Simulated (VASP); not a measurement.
# TiC (P-6m2) in VASP: single point with PBEsol+U

Aim: the single point of TiC with PBEsol+U.

Program: VASP 6.6.1. These are calculated values, not measurements. Logs are shortened: lines on timing, memory, paths and dates and some standing lists are left out, and cuts for length are marked.

### 1 The cell of the first run

It takes space group P-6m2 (No. 187, hexagonal). Conventional cell: a = 3.047 Å, b = 3.047 Å, c = 2.727 Å, α = 90.00°, β = 90.00°, γ = 120.00°. Ti (site symmetry -6m2) has 6 C at 2.23 Å and 2 Ti at 2.73 Å within 2.9 Å. C (site symmetry -6m2) has 6 Ti at 2.23 Å and 2 C at 2.73 Å within 2.9 Å.

### 2 Single point, PBEsol+U

INCAR

```
SYSTEM = TiC
  PREC = Accurate
  ENCUT = 1300
  EDIFF = 1E-6
  ISMEAR = -1
  SIGMA = 0.05
  LREAL = .FALSE.
  LASPH = .TRUE.
  NELM = 200
  ALGO = Normal
  ISIF = 2
  LWAVE = .FALSE.
  LCHARG = .TRUE.
  LMAXMIX = 4
  LDAU = .TRUE.
  LDAUTYPE = 2
  LDAUL = 2 -1
  LDAUU = 6 0
  LDAUJ = 0 0
  LDAUPRINT = 1
  GGA = PS
  LELF = .TRUE.
  LVHAR = .TRUE.
  NBANDS = 15
  GGA_COMPAT = .FALSE.
```

KPOINTS

```
Automatic mesh
0
G
  10 10 10
  0 0 0
```

POSCAR

```
TiC
1.0
    3.0467171012     -0.0000028911      0.0000000000
   -1.5233560468      2.6385358534      0.0000000000
    0.0000000000      0.0000000000      2.7266281606
Ti C
1 1
Direct
    0.0000000000      0.0000000000      0.5000000000
    0.3333333333      0.6666666667      0.0000000000
```

Potentials or basis: VASP PAW PBE potentials, release 64 (Ti_sv, C_h).

Command:

```sh
$ cat potpaw_PBE.64/Ti_sv/POTCAR potpaw_PBE.64/C_h/POTCAR > POTCAR
$ mpirun -np 1 vasp_std > vasp.out
```

OUTCAR:

```text
SYSTEM = TiC
   PREC = Accurate
   ENCUT = 1300
   EDIFF = 1E-6
   ISMEAR = -1
   LREAL = .FALSE.
   LASPH = .TRUE.
   NELM = 200
   ISIF = 2
   GGA = PS

 ion  position               nearest neighbor table
   1  0.000  0.000  0.500-
   2  0.333  0.667  0.000-

  LATTYP: Found a hexagonal cell.
 ALAT       =     3.0467171012
 C/A-ratio  =     0.8949397237

  Lattice vectors:

 A1 = (   3.0467171012,  -0.0000028911,   0.0000000000)
 A2 = (  -1.5233560468,   2.6385358534,   0.0000000000)
 A3 = (   0.0000000000,   0.0000000000,   2.7266281606)

Analysis of symmetry for initial positions (statically):
=====================================================================
 Subroutine PRICEL returns:
 Original cell was already a primitive cell.

 Routine SETGRP: Setting up the symmetry group for a
 hexagonal supercell.

 Subroutine GETGRP returns: Found 12 space group operations
 (whereof 12 operations were pure point group operations)
 out of a pool of 24 trial point group operations.

The static configuration has the point symmetry D_3h.

Analysis of symmetry for dynamics (positions and initial velocities):
=====================================================================
 Subroutine PRICEL returns:
 Original cell was already a primitive cell.

 Routine SETGRP: Setting up the symmetry group for a
 hexagonal supercell.

 Subroutine GETGRP returns: Found 12 space group operations
 (whereof 12 operations were pure point group operations)
 out of a pool of 24 trial point group operations.

The dynamic configuration has the point symmetry D_3h.

 Subroutine INISYM returns: Found 12 space group operations
 (whereof 12 operations are pure point group operations),
 and found     1 'primitive' translations

----------------------------------------------------------------------------------------

                                     Primitive cell

  volume of cell :      21.9190

  direct lattice vectors                    reciprocal lattice vectors
     3.046717101 -0.000002891  0.000000000     0.328222318  0.189498828  0.000000000
    -1.523356047  2.638535853  0.000000000     0.000000360  0.378998279  0.000000000
     0.000000000  0.000000000  2.726628161     0.000000000  0.000000000  0.366753346

  length of vectors
     3.046717101  3.046717101  2.726628161     0.378998279  0.378998279  0.366753346

  position of ions in fractional coordinates (direct lattice)
     0.000000000  0.000000000  0.500000000
     0.333333333  0.666666667  0.000000000

  ion indices of the primitive-cell ions
   primitive index   ion index
                 1           1
                 2           2

----------------------------------------------------------------------------------------

 KPOINTS: Automatic mesh

Automatic generation of k-mesh.
 Grid dimensions read from file:
 generate k-points for:   10   10   10

 Generating k-lattice:

  Cartesian coordinates                     Fractional coordinates (reciprocal lattice)
     0.032822232  0.018949883  0.000000000     0.100000000  0.000000000  0.000000000
     0.000000036  0.037899828  0.000000000    -0.000000000  0.100000000  0.000000000
     0.000000000  0.000000000  0.036675335     0.000000000  0.000000000  0.100000000

  Length of vectors
     0.037899828  0.037899828  0.036675335

  Shift w.r.t. Gamma in fractional coordinates (k-lattice)
     0.000000000  0.000000000  0.000000000

 Subroutine IBZKPT returns following result:
[... 43 lines left out ...]
   ISPIN  =      1    spin polarized calculation?
   LNONCOLLINEAR =      F non collinear calculations
   LSORBIT =      F    spin-orbit coupling
   LASPH  =      T    aspherical Exc in radial PAW
   ENCUT  = 1300.0 eV  95.55 Ry    9.77 a.u.   8.96  8.96  8.02*2*pi/ulx,y,z
   NELM   =    200;   NELMIN=  2; NELMDL= -5     # of ELM steps
   EDIFF  = 0.1E-05   stopping-criterion for ELM
   LREAL  =      F    real-space projection
   EDIFFG = 0.1E-04   stopping-criterion for IOM
   NSW    =      0    number of steps for IOM
   IBRION =     -1    ionic relax: 0-MD 1-quasi-New 2-CG
   NFREE  =      0    steps in history (QN), initial steepest desc. (CG)
   ISIF   =      2    stress and relaxation
   ISYM   =      2    0-nonsym 1-usesym 2-fastsym
   POTIM  = 0.5000    time-step for ionic-motion
   TEBEG  =    0.0;   TEEND  =   0.0 temperature during run
   PSTRESS=    0.0 pullay stress
   NELECT =      16.0000    total number of electrons
   NUPDOWN=      -1.0000    fix difference up-down
   EMIN   =  10.00;   EMAX   =-10.00  energy-range for DOS
   EFERMI =   0.00;   METHOD = LEGACY
   ISMEAR =    -1;   SIGMA  =   0.05  broadening in eV -4-tet -1-fermi 0-gaus
   EFERMI_NEDOS =   21; number of points for ismear=-14 and -15
   IALGO  =     38    algorithm
   IMIX   =      4    mixing-type and parameters
     AMIX     =   0.40;   BMIX     =  1.00
     AMIX_MAG =   1.60;   BMIX_MAG =  1.00
  volume/ion in A,a.u.               =      10.96        73.96
  Fermi-wavevector in a.u.,A,eV,Ry     =   1.474035  2.785523 29.562468  2.172780
  Thomas-Fermi vector in A             =   2.588856
   LORBIT       =      0    0 simple, 1 ext, 2 COOP (PROOUT), +10 PAW based schemes
 LDA+U is selected, type is set to LDAUTYPE =  2
   angular momentum for each species LDAUL =     2   -1
   U (eV)           for each species LDAUU =   6.0  0.0
   J (eV)           for each species LDAUJ =   0.0  0.0
   GGA     = PS    functional components
   LHFCALC =     F    Hartree Fock is set to
   AEXX    =    0.0000 exact exchange contribution
   IVDW    =     0    specifies the selected vdW correction
   LEPSILON=     F    determine dielectric tensor
   LRPA    =     F    only Hartree local field effects (RPA)
 non-spin polarized calculation
  energy-cutoff  :     1300.00
  volume of cell :       21.92
 maximum number of plane-waves:      2350
 NGX is ok and might be reduce to    36
   NGX = 17   NGY = 17   NGZ = 17

atom =   1  type =  1  l = 2

 onsite density matrix

spin component  1

  0.1210  0.0000 -0.0000 -0.0000 -0.0000
  0.0000  0.2349 -0.0000  0.0000  0.0000
 -0.0000 -0.0000  0.1560  0.0000  0.0000
 -0.0000  0.0000  0.0000  0.2349 -0.0000
 -0.0000  0.0000  0.0000 -0.0000  0.1210

spin component  2

  0.1210  0.0000 -0.0000 -0.0000 -0.0000
  0.0000  0.2349 -0.0000  0.0000  0.0000
 -0.0000 -0.0000  0.1560  0.0000  0.0000
 -0.0000  0.0000  0.0000  0.2349 -0.0000
 -0.0000  0.0000  0.0000 -0.0000  0.1210

 occupancies and eigenvectors

  o =  0.1210  v = -0.7819  0.0000  0.0000  0.0000 -0.6234  0.0000  0.0000  0.0000  0.0000  0.0000      0.0000  0.0000  0.0000  0.0000  0.0000  0.0000  0.0000  0.0000  0.0000  0.0000
  o =  0.1210  v =  0.0000  0.0000  0.0000  0.0000  0.0000 -0.7819  0.0000  0.0000  0.0000 -0.6234      0.0000  0.0000  0.0000  0.0000  0.0000  0.0000  0.0000  0.0000  0.0000  0.0000
  o =  0.1210  v =  0.0000  0.0000  0.0000  0.0000  0.0000  0.6234  0.0000  0.0000  0.0000 -0.7819      0.0000  0.0000  0.0000  0.0000  0.0000  0.0000  0.0000  0.0000  0.0000  0.0000
  o =  0.1210  v =  0.6234  0.0000  0.0000  0.0000 -0.7819  0.0000  0.0000  0.0000  0.0000  0.0000      0.0000  0.0000  0.0000  0.0000  0.0000  0.0000  0.0000  0.0000  0.0000  0.0000
  o =  0.1560  v =  0.0000 -0.0000 -1.0000  0.0000 -0.0000  0.0000  0.0000  0.0000  0.0000  0.0000      0.0000  0.0000  0.0000  0.0000  0.0000  0.0000  0.0000  0.0000  0.0000  0.0000
  o =  0.1560  v =  0.0000  0.0000  0.0000  0.0000  0.0000  0.0000 -0.0000 -1.0000  0.0000 -0.0000      0.0000  0.0000  0.0000  0.0000  0.0000  0.0000  0.0000  0.0000  0.0000  0.0000
  o =  0.2349  v = -0.0000 -0.2344  0.0000  0.9721  0.0000  0.0000  0.0000  0.0000  0.0000  0.0000      0.0000  0.0000  0.0000  0.0000  0.0000  0.0000  0.0000  0.0000  0.0000  0.0000
  o =  0.2349  v =  0.0000  0.0000  0.0000  0.0000  0.0000 -0.0000 -0.2344  0.0000  0.9721  0.0000      0.0000  0.0000  0.0000  0.0000  0.0000  0.0000  0.0000  0.0000  0.0000  0.0000
  o =  0.2349  v =  0.0000  0.0000  0.0000  0.0000  0.0000 -0.0000 -0.9721  0.0000 -0.2344 -0.0000      0.0000  0.0000  0.0000  0.0000  0.0000  0.0000  0.0000  0.0000  0.0000  0.0000
  o =  0.2349  v = -0.0000 -0.9721  0.0000 -0.2344 -0.0000  0.0000  0.0000  0.0000  0.0000  0.0000      0.0000  0.0000  0.0000  0.0000  0.0000  0.0000  0.0000  0.0000  0.0000  0.0000

 number of electron      16.0000001 magnetization

 Free energy of the ion-electron system (eV)
  ---------------------------------------------------
  ext. energy  EPLUGINS =         0.00000000
  ---------------------------------------------------
  free energy    TOTEN  =       -13.91325097 eV

  energy without entropy =      -13.91018868  energy(sigma->0) =      -13.91171983

 E-fermi :   9.3357     XC(G=0): -12.4590

 val. band max:        9.3326939752   @ k =   0.2000   0.1000   0.0000
 cond. band min:       9.4068702551   @ k =   0.5000   0.0000   0.1000
 fundamental gap:      0.0741762800
 Fermi energy:         9.3357091129

 k-point     1 :       0.0000    0.0000    0.0000
  band No.  band energies     occupation
      1     -48.6685      2.00000
      2     -24.8876      2.00000
      3     -24.8876      2.00000
      4     -24.4185      2.00000
      5      -2.9795      2.00000
      6       8.0774      2.00000
      7       8.0774      2.00000
      8       8.7321      1.99999
      9      11.2771      0.00000
     10      12.6584      0.00000
     11      12.6584      0.00000
     12      15.1013      0.00000
     13      15.1013      0.00000
     14      16.2411      0.00000
[... 401 lines left out ...]
      2     -25.2268      2.00000
      3     -24.9847      2.00000
      4     -24.4351      2.00000
      5      -0.3343      2.00000
      6       4.4437      2.00000
      7       8.0109      2.00000
      8       8.6992      1.99999
      9       9.9578      0.00001
     10      12.4421      0.00000
     11      13.1640      0.00000
     12      13.7099      0.00000
     13      15.5787      0.00000
     14      20.2757      0.00000
     15      22.8858      0.00000

 [... further k-points ...]

------------------------ aborting loop because EDIFF is reached ----------------------------------------

  FORCE on cell =-STRESS in cart. coord.  units (eV):
  Direction    XX          YY          ZZ          XY          YZ          ZX
  --------------------------------------------------------------------------------------
  -------------------------------------------------------------------------------------
  Total        0.8233093      0.8233093      0.8782964      0.0000000      0.0000000      0.0000000
  in kB       60.1800878     60.1800878     64.1993878      0.0000000      0.0000000      0.0000000
  external PRESSURE =      61.5198545 kB  Pullay stress =       0.0000000 kB

 VOLUME and BASIS-vectors are now :
 -----------------------------------------------------------------------------
  energy-cutoff  :     1300.00
  volume of cell :       21.92
      direct lattice vectors                 reciprocal lattice vectors
     3.046717101 -0.000002891  0.000000000     0.328222318  0.189498828  0.000000000
    -1.523356047  2.638535853  0.000000000     0.000000360  0.378998279  0.000000000
     0.000000000  0.000000000  2.726628161     0.000000000  0.000000000  0.366753346

 POSITION                                       TOTAL-FORCE (eV/Angst)
 -----------------------------------------------------------------------------------
      0.00000      0.00000      1.36331        -0.000000      0.000000      0.000000
      0.00000      1.75902      0.00000         0.000000     -0.000000      0.000000
 -----------------------------------------------------------------------------------
    total drift:                                0.000000     -0.000000      0.000000

  FREE ENERGIE OF THE ION-ELECTRON SYSTEM (eV)
  ---------------------------------------------------
  free  energy   TOTEN  =       -13.9132509727 eV

  energy  without entropy=      -13.9101886786  energy(sigma->0) =      -13.91171983
```

It took 54 s on 1 thread of Intel Xeon Platinum 8375C at 2.90GHz (Ice Lake), shared host; peak memory 0.27 GiB.

What came out:

```yaml
Free_energy: -13.9133 eV
Pressure: 6.2 GPa
Band_gap_on_the_k_mesh: zero (bands 8 and 9 overlap by 0.07 eV)
```

Eigenvalues of the final occupation matrices:
```
    site  spin  trace               eigenvalues
site 1 d     1   0.87  0.12 0.12 0.16 0.23 0.23
site 1 d     2   0.87  0.12 0.12 0.16 0.23 0.23
```

Caveat: the cell stands under pressure; the PAW data sets were made with another functional, which shifts forces and pressure a little; U without spin polarisation on a metal has little footing; the U is typed as a test and isn't derived for this compound.

The gap in the log of VASP goes by the Fermi energy; the results here count the filled bands.